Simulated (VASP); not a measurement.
Runs of VASP 6.6.1 on Zn. The structure is that of space group Fm-3m (No. 225), or close to it. The cells are those of the table. 

| task | cell | cutoff (eV) | gap on the mesh (eV) | pressure (GPa) |
| --- | --- | --- | --- | --- |
| single point | a = 2.779 Å, angles 60.0°, 1 atom | 520 | none | (a) |
| relaxation of cell and atoms | relaxed from a = 2.778 Å, angles 60.0°, 1 atom | 600 | none | 0.0 |
| single point | a = 2.206 Å, angles 60.0°, 1 atom | 500 | none | 285.9 |
| single point | a = 2.683 Å, angles 60.0°, 1 atom | 520 | none | 10.2 |

Alike in all rows: level PBE; potentials or basis VASP PAW PBE potentials, release 64 (Zn); no spin polarisation; k mesh 17 × 17 × 17; smearing fermi-dirac 0.05 eV.

Task: Fill in the values left out.

Result: (a) 0.3.

A gap of «none» marks levels without a gap at the run's occupations.
